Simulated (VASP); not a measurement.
A run of VASP 6.6.1 is set up as follows.

Contents of INCAR:

```
PREC = Accurate
ENCUT = 520
EDIFF = 1E-6
ISMEAR = 0
SIGMA = 0.1
LREAL = F
LASPH = T
NELM = 80
ALGO = Fast
ISIF = 2
LWAVE = F
LCHARG = F
GGA = PE
NBANDS = 30
```

File KPOINTS:

```
regular mesh
0
Gamma
  10 10 10
```

File POSCAR:

```
Au
1.0
    0.0000000000      3.8845265029      3.8845265029
    3.8845265029      0.0000000000      3.8845265029
    3.8845265029      3.8845265029      0.0000000000
Au
4
Direct
    0.6250000000      0.6250000000      0.6250000000
    0.6250000000      0.6250000000      0.1250000000
    0.6250000000      0.1250000000      0.6250000000
    0.1250000000      0.6250000000      0.6250000000
```

Potentials or basis: VASP PAW PBE potentials, release 64 (Au).

Command:

```sh
$ cat potpaw_PBE.64/Au/POTCAR > POTCAR
$ mpirun -np 1 vasp_std > vasp.out
```

**Question.** Predict the band gap on the k mesh.

**Answer.** Zero (bands 22 and 23 overlap by 0.95 eV).

**Question.** What does it give for the pressure?

**Answer.** -0.1 GPa.

Caveat: spin-orbit coupling is left out, which moves the levels of the heavy elements.
